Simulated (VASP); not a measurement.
A run of VASP 6.6.1 is set up as follows.

POSCAR

```
Re
1.0
    0.0000000000      2.6750000000      2.6750000000
    2.6750000000      0.0000000000      2.6750000000
    2.6750000000      2.6750000000      0.0000000000
Re
2
Direct
    0.0000000000      0.0000000000      0.0000000000
    0.2500000000      0.2500000000      0.2500000000
```

The input INCAR.step1:

```
  ALGO = Normal
  EDIFF = 1E-4
  ENCUT = 600
  GGA = PE
  ISMEAR = -1
  LASPH = T
  LCHARG = F
  LREAL = F
  LWAVE = T
  NELM = 100
  PREC = Accurate
  SIGMA = 0.05
```

Contents of INCAR.step2:

```
  ALGO = Normal
  EDIFF = 1E-6
  EDIFFG = -0.02
  ENCUT = 600
  IBRION = 2
  ISIF = 3
  ISMEAR = -1
  ISTART = 1
  LASPH = T
  LCHARG = F
  LMIXTAU = T
  LREAL = F
  LWAVE = F
  METAGGA = R2SCAN
  NELM = 100
  NSW = 60
  PREC = Accurate
  PSTRESS = 100.0
  SIGMA = 0.05
```

File KPOINTS:

```
k-points
0
Gamma
  6 6 6
```

Potentials or basis: VASP PAW PBE potentials, release 64 (Re).

The run is started by

```console
$ cat potpaw_PBE.64/Re/POTCAR > POTCAR
$ cp INCAR.step1 INCAR
$ mpirun -np 1 vasp_std > vasp.out
$ cp INCAR.step2 INCAR
$ mpirun -np 1 vasp_std > vasp.out
```

Problem. Estimate the space group after relaxing (to 0.05 Å).

Solution. Fd-3m (No. 227).

Problem. What does it give for the relaxed volume?

Solution. 20.88 Å³/atom.

Final structure:
```cif
data_structure
_symmetry_space_group_name_H-M 'P 1'
_symmetry_Int_Tables_number 1
_cell_length_a 3.8941
_cell_length_b 3.8941
_cell_length_c 3.8941
_cell_angle_alpha 60.000
_cell_angle_beta 60.000
_cell_angle_gamma 60.000
_cell_volume 41.75
loop_
_atom_site_label
_atom_site_type_symbol
_atom_site_fract_x
_atom_site_fract_y
_atom_site_fract_z
_atom_site_occupancy
Re1 Re 0.00000 0.00000 0.00000 1
Re2 Re 0.25000 0.25000 0.25000 1
```

Caveat: the cell is relaxed towards a set pressure, so the enthalpy falls and the energy may rise; the PAW data sets were made with another functional, which shifts forces and pressure a little.
